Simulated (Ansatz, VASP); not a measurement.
# SiO2 in VASP and in Ansatz

```
Si O
1.0
    -2.64915    3.29019    3.96704
     2.64915   -3.29019    3.96704
     2.64915    3.29019   -3.96704
Si O
4 8
Direct
  0.83182 0.80576 0.02606
  0.72030 0.19424 0.52606
  0.16818 0.19424 0.97394
  0.27970 0.80576 0.47394
  0.97904 0.72904 0.25000
  0.02096 0.27096 0.75000
  0.66897 0.50000 0.66897
  0.33103 0.00000 0.83103
  0.33103 0.50000 0.33103
  0.66897 0.00000 0.16897
  0.00000 0.00000 0.00000
  0.50000 0.00000 0.50000
```

Alike in both runs: task single point; functional LDA; k mesh 6 × 6 × 6; occupations gaussian, width 0.02 eV; no spin polarisation.

```csv
,VASP,Ansatz
version,VASP 6.6.1,Ansatz 0.2.0
potentials or method,"VASP PAW LDA potentials, release 64 (Si, O), cutoff 520 eV","scalar-relativistic, plane waves, PAW"
valence electrons in the cell,64,64
```

Ansatz gave:

```
gap on the k mesh at the Fermi level (eV)                     : 5.06
least direct gap on the mesh (eV)                             : 5.26
pressure (GPa)                                                : 25.0
traceless stress, the component that is largest in VASP (GPa) : 0.03
rms of the force components (eV/Å)                            : 0.001
```

Q: Estimate VASP's values.

A: gap on the k mesh at the Fermi level (eV): 5.05; least direct gap on the mesh (eV): 5.24; pressure (GPa): 25.9; traceless stress, the component that is largest in VASP (GPa): 0.39; rms of the force components (eV/Å): 0.028.

LDA's correlation is that of Perdew and Zunger in VASP and of Perdew and Wang (1992) in Ansatz. Atom by atom the forces differ by 0.028 eV/Å (rms over components).
